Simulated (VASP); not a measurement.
# Nb in VASP: a series of runs, part 2 of 2

VASP 6.6.1.

### Step 4. Electric field gradients, PBEsol (volume scaled by 0.99)

Contents of INCAR:

```
SYSTEM = Nb
  PREC = Accurate
  ENCUT = 520
  EDIFF = 1E-8
  ISMEAR = -1
  SIGMA = 0.08
  LREAL = .False.
  LASPH = .True.
  NELM = 60
  ALGO = Normal
  ISIF = 2
  LWAVE = .False.
  LCHARG = .False.
  GGA = PS
  LEFG = .True.
  NBANDS = 12
```

Contents of KPOINTS:

```
Automatic mesh
0
Gamma
  13 13 13
  0 0 0
```

Contents of POSCAR:

```
Nb
1.0
    0.0000000000      2.1079263686      2.1079263686
    2.1079263686      0.0000000000      2.1079263686
    2.1079263686      2.1079263686      0.0000000000
Nb
1
Direct
    0.0000000000      0.0000000000      0.0000000000
```

Potentials or basis: VASP PAW PBE potentials, release 64 (Nb_sv).

Started as:

```sh
> cat potpaw_PBE.64/Nb_sv/POTCAR > POTCAR
> mpirun -np 1 vasp_std > vasp.out
```

OUTCAR:

```text
SYSTEM = Nb
   PREC = Accurate
   ENCUT = 520
   EDIFF = 1E-8
   ISMEAR = -1
   LREAL = .False.
   LASPH = .True.
   NELM = 60
   ISIF = 2
   GGA = PS

 ion  position               nearest neighbor table
   1  0.000  0.000  0.000-

  LATTYP: Found a face centered cubic cell.
 ALAT       =     4.2158527372

  Lattice vectors:

 A1 = (   0.0000000000,   2.1079263686,   2.1079263686)
 A2 = (   2.1079263686,   0.0000000000,   2.1079263686)
 A3 = (   2.1079263686,   2.1079263686,   0.0000000000)

Analysis of symmetry for initial positions (statically):
=====================================================================
 Subroutine PRICEL returns:
 Original cell was already a primitive cell.

 Routine SETGRP: Setting up the symmetry group for a
 face centered cubic supercell.

[... 541 lines left out ...]
  external PRESSURE =     -53.6432414 kB  Pullay stress =       0.0000000 kB

 VOLUME and BASIS-vectors are now :
 -----------------------------------------------------------------------------
  energy-cutoff  :      520.00
  volume of cell :       18.73
      direct lattice vectors                 reciprocal lattice vectors
     0.000000000  2.107926369  2.107926369    -0.237199936  0.237199936  0.237199936
     2.107926369  0.000000000  2.107926369     0.237199936 -0.237199936  0.237199936
     2.107926369  2.107926369  0.000000000     0.237199936  0.237199936 -0.237199936

 POSITION                                       TOTAL-FORCE (eV/Angst)
 -----------------------------------------------------------------------------------
      0.00000      0.00000      0.00000         0.000000      0.000000      0.000000
 -----------------------------------------------------------------------------------
    total drift:                               -0.000000     -0.000000      0.000000

  FREE ENERGIE OF THE ION-ELECTRON SYSTEM (eV)
  ---------------------------------------------------
  free  energy   TOTEN  =       -10.6102395738 eV

  energy  without entropy=      -10.5772375314  energy(sigma->0) =      -10.59373855

 Electric field gradients (V/A^2)
---------------------------------------------------------------------
 ion       V_xx      V_yy      V_zz      V_xy      V_xz      V_yz
---------------------------------------------------------------------
   1       0.000     0.000    -0.000    -0.000    -0.000    -0.000
---------------------------------------------------------------------

 Electric field gradients after diagonalization (V/A^2)
 (convention: |V_zz| > |V_xx| > |V_yy|)
----------------------------------------------------------------------
 ion       V_xx      V_yy      V_zz     asymmetry (V_yy - V_xx)/ V_zz
----------------------------------------------------------------------
   1       0.000     0.000    -0.000       0.000
----------------------------------------------------------------------

           NMR quadrupolar parameters

 Cq : quadrupolar parameter    Cq=e*Q*V_zz/h
 eta: asymmetry parameters     (V_yy - V_xx)/ V_zz
 Q  : nuclear electric quadrupole moment in mb (millibarn)
----------------------------------------------------------------------
 ion       Cq(MHz)       eta       Q (mb)
----------------------------------------------------------------------
   1      -0.000       0.000       1.000
----------------------------------------------------------------------
```

OSZICAR:

```text
N       E                     dE             d eps       ncg     rms          rms(c)
DAV:   1     0.113983020300E+03    0.11398E+03   -0.72713E+03  2016   0.107E+03
DAV:   2    -0.649911129500E+01   -0.12048E+03   -0.11647E+03  2204   0.383E+02
DAV:   3    -0.108405208605E+02   -0.43414E+01   -0.41636E+01  2884   0.643E+01
DAV:   4    -0.111496530673E+02   -0.30913E+00   -0.30707E+00  2892   0.158E+01
DAV:   5    -0.111608219022E+02   -0.11169E-01   -0.11163E-01  2924   0.252E+00    0.687E+00
DAV:   6    -0.106709948939E+02    0.48983E+00   -0.74541E-01  3176   0.105E+01    0.240E+00
DAV:   7    -0.106070471413E+02    0.63948E-01   -0.21650E-01  3308   0.558E+00    0.102E+00
DAV:   8    -0.106101709723E+02   -0.31238E-02   -0.13284E-02  2396   0.149E+00    0.458E-02
DAV:   9    -0.106102239778E+02   -0.53006E-04   -0.85101E-04  3440   0.315E-01    0.349E-02
DAV:  10    -0.106102401731E+02   -0.16195E-04   -0.13573E-05  2380   0.460E-02    0.142E-02
DAV:  11    -0.106102396124E+02    0.56078E-06   -0.82072E-06  2672   0.464E-02    0.211E-03
DAV:  12    -0.106102396205E+02   -0.81000E-08   -0.87816E-07  2900   0.820E-03    0.688E-04
DAV:  13    -0.106102395674E+02    0.53084E-07   -0.17970E-08  2360   0.117E-03    0.346E-04
DAV:  14    -0.106102395738E+02   -0.64397E-08   -0.53135E-09  1556   0.798E-04
   1 F= -.10610240E+02 E0= -.10593739E+02  d E =-.330020E-01
```

It took 12 s on 1 thread of AMD EPYC 9R45 (Zen 5), shared host; peak memory 0.12 GiB.

What came out:

* Free energy: -10.6102 eV
* Pressure: -5.4 GPa

Levels at points of the mesh, in eV from the Fermi level:
| k point | band 3 | band 4 | band 5 | band 6 | band 7 | band 8 | band 9 | band 10 |
| --- | --- | --- | --- | --- | --- | --- | --- | --- |
| (0.00, 0.00, 0.00) | -30.08 | -30.08 | -6.24 | 0.12 | 0.12 | 0.12 | 2.72 | 2.72 |

Caveat: without QUAD_EFG the Cq values of the log hold for a quadrupole moment of 1 mb, not for the nuclei; the PAW data sets were made with another functional, which shifts forces and pressure a little.

### Step 5. Electric field gradients, PBEsol (equal xy, yz and zx shear strains of +3 %)

Contents of INCAR:

```
SYSTEM = Nb
ALGO     = Normal         ! electronic algorithm
EDIFF    = 1E-8           ! SCF threshold, eV
ENCUT    = 520            ! plane-wave cutoff, eV
GGA      = PS             ! functional
ISIF     = 2              ! what is computed and relaxed
ISMEAR   = -1             ! smearing method
LASPH    = .True.         ! aspherical terms in the spheres
LCHARG   = .False.        ! write CHGCAR
LEFG     = .True.       
LREAL    = .False.        ! projectors in reciprocal space
LWAVE    = .False.        ! write WAVECAR
NBANDS   = 12             ! bands
NELM     = 80             ! most SCF steps
PREC     = Accurate       ! precision mode
SIGMA    = 0.08           ! smearing width, eV
```

Contents of KPOINTS:

```
k-points
0
Gamma
  13 13 13
  0 0 0
```

Contents of POSCAR:

```
Nb
1.0
    0.0634500000      2.1467250000      2.1467250000
    2.1467250000      0.0634500000      2.1467250000
    2.1467250000      2.1467250000      0.0634500000
Nb
1
Direct
    0.0000000000      0.0000000000      0.0000000000
```

Potentials or basis: VASP PAW PBE potentials, release 64 (Nb_sv).

Started as:

```sh
> cat potpaw_PBE.64/Nb_sv/POTCAR > POTCAR
> mpirun -np 1 vasp_std > vasp.out
```

OUTCAR:

```text
SYSTEM = Nb
   EDIFF = 1E-8
   ENCUT = 520
   GGA = PS
   ISIF = 2
   ISMEAR = -1
   LASPH = .True.
   LREAL = .False.
   NELM = 80
   PREC = Accurate

 ion  position               nearest neighbor table
   1  0.000  0.000  0.000-

  LATTYP: Found a trigonal (rhomboedric) cell.
 ALAT       =     3.0365905805
 COS(alpha) =     0.5293254421

  Lattice vectors:

 A1 = (   0.0634500000,   2.1467250000,   2.1467250000)
 A2 = (   2.1467250000,   0.0634500000,   2.1467250000)
 A3 = (   2.1467250000,   2.1467250000,   0.0634500000)

Analysis of symmetry for initial positions (statically):
=====================================================================
 Subroutine PRICEL returns:
 Original cell was already a primitive cell.

 Routine SETGRP: Setting up the symmetry group for a
 trigonal (rhombohedral) supercell.

 Subroutine GETGRP returns: Found 12 space group operations
[... 540 lines left out ...]

 VOLUME and BASIS-vectors are now :
 -----------------------------------------------------------------------------
  energy-cutoff  :      520.00
  volume of cell :       18.91
      direct lattice vectors                 reciprocal lattice vectors
     0.063450000  2.146725000  2.146725000    -0.243501964  0.236511477  0.236511477
     2.146725000  0.063450000  2.146725000     0.236511477 -0.243501964  0.236511477
     2.146725000  2.146725000  0.063450000     0.236511477  0.236511477 -0.243501964

 POSITION                                       TOTAL-FORCE (eV/Angst)
 -----------------------------------------------------------------------------------
      0.00000      0.00000      0.00000        -0.000000      0.000000     -0.000000
 -----------------------------------------------------------------------------------
    total drift:                               -0.000000     -0.000000     -0.000000

  FREE ENERGIE OF THE ION-ELECTRON SYSTEM (eV)
  ---------------------------------------------------
  free  energy   TOTEN  =       -10.6102183775 eV

  energy  without entropy=      -10.5770967041  energy(sigma->0) =      -10.59365754

 Electric field gradients (V/A^2)
---------------------------------------------------------------------
 ion       V_xx      V_yy      V_zz      V_xy      V_xz      V_yz
---------------------------------------------------------------------
   1      -0.000     0.000     0.000    -4.058    -4.058    -4.058
---------------------------------------------------------------------

 Electric field gradients after diagonalization (V/A^2)
 (convention: |V_zz| > |V_xx| > |V_yy|)
----------------------------------------------------------------------
 ion       V_xx      V_yy      V_zz     asymmetry (V_yy - V_xx)/ V_zz
----------------------------------------------------------------------
   1       4.058     4.058    -8.116       0.000
----------------------------------------------------------------------

           NMR quadrupolar parameters

 Cq : quadrupolar parameter    Cq=e*Q*V_zz/h
 eta: asymmetry parameters     (V_yy - V_xx)/ V_zz
 Q  : nuclear electric quadrupole moment in mb (millibarn)
----------------------------------------------------------------------
 ion       Cq(MHz)       eta       Q (mb)
----------------------------------------------------------------------
   1      -0.020       0.000       1.000
----------------------------------------------------------------------
```

OSZICAR:

```text
N       E                     dE             d eps       ncg     rms          rms(c)
DAV:   1     0.114948273216E+03    0.11495E+03   -0.72190E+03  5592   0.107E+03
DAV:   2    -0.641854251363E+01   -0.12137E+03   -0.11699E+03  5952   0.385E+02
DAV:   3    -0.108512157806E+02   -0.44327E+01   -0.42486E+01  8016   0.649E+01
DAV:   4    -0.111525666307E+02   -0.30135E+00   -0.29900E+00  7876   0.152E+01
DAV:   5    -0.111621646056E+02   -0.95980E-02   -0.95922E-02  8228   0.236E+00    0.680E+00
DAV:   6    -0.106712669762E+02    0.49090E+00   -0.74206E-01  8856   0.105E+01    0.238E+00
DAV:   7    -0.106071663667E+02    0.64101E-01   -0.21666E-01  9156   0.555E+00    0.101E+00
DAV:   8    -0.106101553403E+02   -0.29890E-02   -0.13142E-02  6600   0.147E+00    0.523E-02
DAV:   9    -0.106102041974E+02   -0.48857E-04   -0.90312E-04  9216   0.327E-01    0.354E-02
DAV:  10    -0.106102219354E+02   -0.17738E-04   -0.23470E-05  6660   0.613E-02    0.894E-03
DAV:  11    -0.106102184395E+02    0.34959E-05   -0.36727E-06  9128   0.256E-02    0.546E-03
DAV:  12    -0.106102184585E+02   -0.18981E-07   -0.67489E-07  6660   0.144E-02    0.906E-04
DAV:  13    -0.106102183934E+02    0.65114E-07   -0.19296E-08  7136   0.114E-03    0.305E-04
DAV:  14    -0.106102183830E+02    0.10360E-07   -0.22279E-09  4124   0.614E-04    0.802E-05
DAV:  15    -0.106102183775E+02    0.55079E-08   -0.49066E-10  3964   0.328E-04
   1 F= -.10610218E+02 E0= -.10593658E+02  d E =-.331217E-01
```

Run time: 18 s. Hardware: 1 thread of Intel Xeon 6975P-C (Granite Rapids), shared host; peak memory 0.17 GiB.

What came out:

| Property | Result |
| --- | --- |
| Free energy | -10.6102 eV |
| Pressure | -7.0 GPa |

Electric field gradients, principal values (V/Å²):
```tsv
atom	least	middle	greatest (by size)
1 Nb	4.058	4.058	-8.116
```

Caveat: the cell differs from its parent crystal (equal xy, yz and zx shear strains of +3 %); without QUAD_EFG the Cq values of the log hold for a quadrupole moment of 1 mb, not for the nuclei; the PAW data sets were made with another functional, which shifts forces and pressure a little.

### Step 6. The runs side by side

```csv
cell,gap on the mesh (eV),pressure (GPa)
"a = 3.001 Å, angles 60.0°, 1 atom",none,-8.4
"a = 2.991 Å, angles 60.0°, 1 atom",none,-6.9
"a = 2.981 Å, angles 60.0°, 1 atom",none,-5.4
"a = 3.037 Å, angles 58.0°, 1 atom",none,-7.0
```

Alike in all rows: task electric field gradients; level PBEsol; potentials or basis VASP PAW PBE potentials, release 64 (Nb_sv); no spin polarisation; k mesh 13 × 13 × 13; cutoff (eV) 520; smearing fermi-dirac 0.08 eV.

Caveats: the PAW data sets were made with another functional, which shifts forces and pressure a little.

Absolute energies hang on the potentials; compare differences alone.
